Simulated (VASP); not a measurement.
Wanted: the native input for a VASP 6.6.1 run.

```yaml
Task: single point
Functional: PBE
Potentials_or_basis: VASP PAW PBE potentials, release 64 (P)
Cutoff: 520 eV
k_mesh: 12 × 12 × 8
Occupations: gaussian, width 0.05 eV
Spin: no spin polarisation
Dipole_correction: no
Further_INCAR_settings: ALGO = Normal; EDIFF = 1e-06; NBANDS = 18
```

The structure of P lies in POSCAR:

```
P
1.0
    1.7413910000     -4.9312200000      0.0000000000
    1.7413910000      4.9312200000      0.0000000000
    0.0000000000      0.0000000000      4.3148256000
P
4
Direct
    0.1129194964      0.9067377285      0.9411242259
    0.5932622715      0.3870805036      0.5588757741
    0.9067377285      0.1129194964      0.0588757741
    0.3870805036      0.5932622715      0.4411242259
```

This cell differs from its parent crystal: strained and its atoms moved.

One way to write it, as run:

INCAR

```
ALGO = Normal
EDIFF = 1E-6
ENCUT = 520
GGA = PE
ISIF = 2
ISMEAR = 0
LASPH = T
LCHARG = T
LELF = T
LREAL = F
LVHAR = T
LWAVE = F
NBANDS = 18
NELM = 100
PREC = Accurate
SIGMA = 0.05
```

KPOINTS

```
k-points
0
Gamma
  12 12 8
```

Potentials or basis: VASP PAW PBE potentials, release 64 (P).

Launch:

```bash
$ cat potpaw_PBE.64/P/POTCAR > POTCAR
$ mpirun -np 1 vasp_std > vasp.out
```

Results of the run:

* Pressure: 1.2 GPa
* Largest force: 2.225 eV/Å
* Band gap on the k mesh: zero (bands 10 and 11 overlap by 0.31 eV)

Caveat: the cell differs from its parent crystal (strained and its atoms moved); forces of over 1 eV/Å act on the atoms, so gaps and moduli don't describe the material at rest.

Run time: 2.3 min on 1 thread of AMD EPYC 9R45 96-Core Processor (Zen 5), with other jobs on the host, peak memory 0.31 GiB.
